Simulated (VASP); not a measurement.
# TiC (I4/mmm) in VASP: a series of runs

The runs below take TiC through single point, with PBE.

All numbers are computed with VASP 6.6.1; they aren't measurements. Logs are shortened: lines on timing, memory, paths and dates and some standing lists are left out, and cuts for length are marked.

## Step 1: The cell of the first run

Symmetry: I4/mmm, No. 139, tetragonal system. The conventional cell has a = 3.537 Å, b = 3.537 Å, c = 3.251 Å, α = 90.00°, β = 90.00°, γ = 90.00°. Ti (site symmetry 4/mmm) has 2 C at 1.63 Å within 2.2 Å. C (site symmetry 4/mmm) has 2 Ti at 1.63 Å within 2.2 Å.

## Step 2: Single point, PBE

File INCAR:

```
PREC = Accurate
ENCUT = 520
EDIFF = 1E-7
ISMEAR = 0
SIGMA = 0.15
LREAL = False
LASPH = True
NELM = 80
ALGO = Normal
ISIF = 2
LWAVE = False
LCHARG = False
GGA = PE
NBANDS = 15
```

File KPOINTS:

```
regular mesh
0
Gamma
  26 26 26
```

File POSCAR:

```
TiC
1.0
    0.0000000000      2.5009971389      1.6256481403
    2.5009971389      0.0000000000      1.6256481403
    2.5009971389      2.5009971389      0.0000000000
Ti C
1 1
Direct
    0.0000000000      0.0000000000      0.0000000000
    0.5000000000      0.5000000000      0.5000000000
```

Potentials or basis: VASP PAW PBE potentials, release 64 (Ti_sv, C).

Launch:

```
$ cat potpaw_PBE.64/Ti_sv/POTCAR potpaw_PBE.64/C/POTCAR > POTCAR
$ mpirun -np 1 vasp_std > vasp.out
```

OUTCAR:

```text
PREC = Accurate
   ENCUT = 520
   EDIFF = 1E-7
   ISMEAR = 0
   LREAL = False
   LASPH = True
   NELM = 80
   ISIF = 2
   GGA = PE

 ion  position               nearest neighbor table
   1  0.000  0.000  0.000-   2 1.63   2 1.63
   2  0.500  0.500  0.500-   1 1.63   1 1.63

  LATTYP: Found a body centered tetragonal cell.
 ALAT       =     3.5369440733
 C/A-ratio  =     0.9192388156

  Lattice vectors:

 A1 = (   0.0000000000,  -2.5009971389,  -1.6256481403)
 A2 = (   0.0000000000,   2.5009971389,  -1.6256481403)
 A3 = (   2.5009971389,   0.0000000000,   1.6256481403)

Analysis of symmetry for initial positions (statically):
=====================================================================
 Subroutine PRICEL returns:
 Original cell was already a primitive cell.

 Routine SETGRP: Setting up the symmetry group for a
 body centered tetragonal supercell.

 Subroutine GETGRP returns: Found 16 space group operations
 (whereof 16 operations were pure point group operations)
 out of a pool of 16 trial point group operations.

The static configuration has the point symmetry D_4h.

Analysis of symmetry for dynamics (positions and initial velocities):
=====================================================================
 Subroutine PRICEL returns:
 Original cell was already a primitive cell.

 Routine SETGRP: Setting up the symmetry group for a
 body centered tetragonal supercell.

 Subroutine GETGRP returns: Found 16 space group operations
 (whereof 16 operations were pure point group operations)
 out of a pool of 16 trial point group operations.

The dynamic configuration has the point symmetry D_4h.

 Subroutine INISYM returns: Found 16 space group operations
 (whereof 16 operations are pure point group operations),
 and found     1 'primitive' translations

----------------------------------------------------------------------------------------

                                     Primitive cell

  volume of cell :      20.3368

  direct lattice vectors                    reciprocal lattice vectors
     0.000000000  2.500997139  1.625648140    -0.199920261  0.199920261  0.307569632
     2.500997139  0.000000000  1.625648140     0.199920261 -0.199920261  0.307569632
     2.500997139  2.500997139  0.000000000     0.199920261  0.199920261 -0.307569632

  length of vectors
     2.982904384  2.982904384  3.536944073     0.417774221  0.417774221  0.417774221

  position of ions in fractional coordinates (direct lattice)
     0.000000000  0.000000000  0.000000000
     0.500000000  0.500000000  0.500000000

  ion indices of the primitive-cell ions
   primitive index   ion index
                 1           1
                 2           2

----------------------------------------------------------------------------------------

 KPOINTS: regular mesh

Automatic generation of k-mesh.
 Grid dimensions read from file:
 generate k-points for:   26   26   26

 Generating k-lattice:

  Cartesian coordinates                     Fractional coordinates (reciprocal lattice)
    -0.007689241  0.007689241  0.011829601     0.038461538  0.000000000  0.000000000
     0.007689241 -0.007689241  0.011829601     0.000000000  0.038461538  0.000000000
     0.007689241  0.007689241 -0.011829601    -0.000000000 -0.000000000  0.038461538

  Length of vectors
     0.016068239  0.016068239  0.016068239

  Shift w.r.t. Gamma in fractional coordinates (k-lattice)
     0.000000000  0.000000000  0.000000000

 Subroutine IBZKPT returns following result:
 ===========================================

 Found   1330 irreducible k-points:

 Following reciprocal coordinates:
            Coordinates               Weight
  0.000000  0.000000  0.000000      1.000000
  0.038462 -0.000000  0.000000      8.000000
  0.076923 -0.000000  0.000000      8.000000
  0.115385 -0.000000  0.000000      8.000000
  0.153846  0.000000  0.000000      8.000000
  0.192308  0.000000  0.000000      8.000000
[... 16 lines left out ...]
  0.346154  0.038462  0.000000      8.000000
  0.384615  0.038462  0.000000      8.000000
 [... further k-points ...]
   k-points           NKPTS =   1330   k-points in BZ     NKDIM =   1330   number of bands    NBANDS=     15
   number of dos      NEDOS =    301   number of ions     NIONS =      2
   total plane-waves  NPLWV =  16128
   dimension x,y,z NGX =    24 NGY =   24 NGZ =   28
   dimension x,y,z NGXF=    48 NGYF=   48 NGZF=   56
   ions per type =               1   1
   NGX,Y,Z   is equivalent  to a cutoff of  13.38, 13.38, 13.16 a.u.
   NGXF,Y,Z  is equivalent  to a cutoff of  26.75, 26.75, 26.32 a.u.
 SYSTEM =  unknown system
   PREC   = accura    normal or accurate (medium, high low for compatibility)
   ISTART =      0    job   : 0-new  1-cont  2-samecut
   ICHARG =      2    charge: 1-file 2-atom 10-const
   ISPIN  =      1    spin polarized calculation?
   LNONCOLLINEAR =      F non collinear calculations
   LSORBIT =      F    spin-orbit coupling
   LASPH  =      T    aspherical Exc in radial PAW
   ENCUT  =  520.0 eV  38.22 Ry    6.18 a.u.   5.55  5.55  6.58*2*pi/ulx,y,z
   NELM   =     80;   NELMIN=  2; NELMDL= -5     # of ELM steps
   EDIFF  = 0.1E-06   stopping-criterion for ELM
   LREAL  =      F    real-space projection
   EDIFFG = 0.1E-05   stopping-criterion for IOM
   NSW    =      0    number of steps for IOM
   IBRION =     -1    ionic relax: 0-MD 1-quasi-New 2-CG
   NFREE  =      0    steps in history (QN), initial steepest desc. (CG)
   ISIF   =      2    stress and relaxation
   ISYM   =      2    0-nonsym 1-usesym 2-fastsym
   POTIM  = 0.5000    time-step for ionic-motion
   TEBEG  =    0.0;   TEEND  =   0.0 temperature during run
   PSTRESS=    0.0 pullay stress
   NELECT =      16.0000    total number of electrons
   NUPDOWN=      -1.0000    fix difference up-down
   EMIN   =  10.00;   EMAX   =-10.00  energy-range for DOS
   EFERMI =   0.00;   METHOD = LEGACY
   ISMEAR =     0;   SIGMA  =   0.15  broadening in eV -4-tet -1-fermi 0-gaus
   EFERMI_NEDOS =   21; number of points for ismear=-14 and -15
   IALGO  =     38    algorithm
   IMIX   =      4    mixing-type and parameters
     AMIX     =   0.40;   BMIX     =  1.00
     AMIX_MAG =   1.60;   BMIX_MAG =  1.00
  volume/ion in A,a.u.               =      10.17        68.62
  Fermi-wavevector in a.u.,A,eV,Ry     =   1.511311  2.855964 31.076536  2.284061
  Thomas-Fermi vector in A             =   2.621385
   LORBIT       =      0    0 simple, 1 ext, 2 COOP (PROOUT), +10 PAW based schemes
   GGA     = PE    functional components
   LHFCALC =     F    Hartree Fock is set to
   AEXX    =    0.0000 exact exchange contribution
   IVDW    =     0    specifies the selected vdW correction
   LEPSILON=     F    determine dielectric tensor
   LRPA    =     F    only Hartree local field effects (RPA)
 non-spin polarized calculation
 Gauss-broadening in eV      SIGMA  =   0.15
  energy-cutoff  :      520.00
  volume of cell :       20.34
 maximum number of plane-waves:       570
 NGX is ok and might be reduce to    24
   NGX = 11   NGY = 11   NGZ = 13

 number of electron      15.9999998 magnetization

 Free energy of the ion-electron system (eV)
  ---------------------------------------------------
  ext. energy  EPLUGINS =         0.00000000
  ---------------------------------------------------
  free energy    TOTEN  =       -13.77950513 eV

  energy without entropy =      -13.76992831  energy(sigma->0) =      -13.77471672

 E-fermi :   9.8881     XC(G=0): -12.3741

 val. band max:        9.8849609973   @ k =   0.4231   0.2692   0.1154
 cond. band min:       9.8891192959   @ k =   0.5000   0.3077   0.1538
 fundamental gap:      0.0041582987
 Fermi energy:         9.8881294293

 k-point     1 :       0.0000    0.0000    0.0000
  band No.  band energies     occupation
      1     -46.6766      2.00000
      2     -23.5715      2.00000
      3     -22.6477      2.00000
      4     -22.6477      2.00000
      5      -3.0568      2.00000
      6       8.5573      2.00000
      7       9.8110      1.53316
      8       9.9436      0.60126
      9       9.9436      0.60125
     10      10.0592      0.10684
     11      10.0592      0.10684
     12      12.4903      0.00000
     13      14.3373      0.00000
     14      24.1664      0.00000
     15      25.9069      0.00000

 k-point     2 :       0.0385   -0.0000    0.0000
  band No.  band energies     occupation
      1     -46.6755      2.00000
      2     -23.5755      2.00000
      3     -22.6510      2.00000
      4     -22.6499      2.00000
      5      -3.0135      2.00000
      6       8.4093      2.00000
      7       9.2620      2.00000
      8       9.4692      1.99992
      9       9.8824      1.04306
     10      10.6900      0.00000
     11      10.7384      0.00000
     12      12.4818      0.00000
     13      14.2890      0.00000
     14      24.2147      0.00000
     15      25.7215      0.00000

 k-point     3 :       0.0769   -0.0000    0.0000
  band No.  band energies     occupation
      1     -46.6722      2.00000
      2     -23.5872      2.00000
      3     -22.6604      2.00000
      4     -22.6565      2.00000
      5      -2.8843      2.00000
      6       7.9730      2.00000
      7       8.5926      2.00000
      8       9.1820      2.00000
      9       9.9828      0.37203
     10      11.4168      0.00000
     11      11.5126      0.00000
     12      12.4681      0.00000
     13      14.1654      0.00000
     14      24.3228      0.00000
     15      25.2669      0.00000

 k-point     4 :       0.1154   -0.0000    0.0000
  band No.  band energies     occupation
      1     -46.6670      2.00000
      2     -23.6066      2.00000
      3     -22.6747      2.00000
      4     -22.6670      2.00000
      5      -2.6718      2.00000
      6       7.3961      2.00000
      7       7.9667      2.00000
      8       9.0084      2.00000
      9      10.1493      0.01381
     10      12.0234      0.00000
     11      12.3071      0.00000
     12      12.5490      0.00000
     13      14.0377      0.00000
     14      24.2075      0.00000
     15      24.9185      0.00000
[... 307 lines left out ...]
 k-point    22 :       0.3077    0.0385    0.0000
  band No.  band energies     occupation
      1     -46.6241      2.00000
      2     -23.7953      2.00000
      3     -22.7547      2.00000
      4     -22.7511      2.00000
      5      -0.2310      2.00000
      6       4.8701      2.00000
      7       5.5334      2.00000
      8       6.4871      2.00000
      9      11.6771      0.00000
     10      11.6860      0.00000
     11      13.7426      0.00000
     12      16.5538      0.00000
     13      17.0336      0.00000
     14      20.1870      0.00000
     15      23.6958      0.00000

 k-point    23 :       0.3462    0.0385    0.0000
  band No.  band energies     occupation
      1     -46.6159      2.00000
      2     -23.8302      2.00000
      3     -22.7678      2.00000
      4     -22.7677      2.00000
      5       0.3656      2.00000
      6       4.5213      2.00000
      7       5.2760      2.00000
      8       5.9044      2.00000
      9      11.6390      0.00000
     10      12.0787      0.00000
     11      14.0854      0.00000
     12      17.1133      0.00000
     13      17.6336      0.00000
     14      19.4132      0.00000
     15      22.8904      0.00000

 k-point    24 :       0.3846    0.0385    0.0000
  band No.  band energies     occupation
      1     -46.6089      2.00000
      2     -23.8594      2.00000
      3     -22.7820      2.00000
      4     -22.7784      2.00000
      5       0.9670      2.00000
      6       4.1942      2.00000
      7       5.0804      2.00000
      8       5.3729      2.00000
      9      11.6265      0.00000
     10      12.4500      0.00000
     11      14.4997      0.00000
     12      17.5489      0.00000
     13      17.8855      0.00000
     14      18.9042      0.00000
     15      22.2034      0.00000

 [... further k-points ...]

------------------------ aborting loop because EDIFF is reached ----------------------------------------

  FORCE on cell =-STRESS in cart. coord.  units (eV):
  Direction    XX          YY          ZZ          XY          YZ          ZX
  --------------------------------------------------------------------------------------
  -------------------------------------------------------------------------------------
  Total       -2.5099297     -2.5099297     34.5864124      0.0000000      0.0000000     -0.0000000
  in kB     -197.7375748   -197.7375748   2724.7907767      0.0000000      0.0000000     -0.0000000
  external PRESSURE =     776.4385424 kB  Pullay stress =       0.0000000 kB

 VOLUME and BASIS-vectors are now :
 -----------------------------------------------------------------------------
  energy-cutoff  :      520.00
  volume of cell :       20.34
      direct lattice vectors                 reciprocal lattice vectors
     0.000000000  2.500997139  1.625648140    -0.199920261  0.199920261  0.307569632
     2.500997139  0.000000000  1.625648140     0.199920261 -0.199920261  0.307569632
     2.500997139  2.500997139  0.000000000     0.199920261  0.199920261 -0.307569632

 POSITION                                       TOTAL-FORCE (eV/Angst)
 -----------------------------------------------------------------------------------
      0.00000      0.00000      0.00000         0.000000      0.000000      0.000000
      2.50100      2.50100      1.62565        -0.000000     -0.000000      0.000000
 -----------------------------------------------------------------------------------
    total drift:                                0.000000     -0.000000     -0.000000

  FREE ENERGIE OF THE ION-ELECTRON SYSTEM (eV)
  ---------------------------------------------------
  free  energy   TOTEN  =       -13.7795051272 eV

  energy  without entropy=      -13.7699283073  energy(sigma->0) =      -13.77471672
```

Wall time 4 min (1 thread of Intel Xeon Platinum 8488C (Sapphire Rapids), shared host); peak memory 0.5 GiB.

What came out:

```
Free energy            : -13.7795 eV
Pressure               : 77.6 GPa
Band gap on the k mesh : zero (band 8 reaches 10.39 eV, above the bottom of band 9 at 8.19 eV)
```

Stress tensor (GPa, compression positive):
```
-19.77   0.00   0.00
  0.00 -19.77   0.00
  0.00   0.00 272.48
```

(Continued in part 2 of 2.)
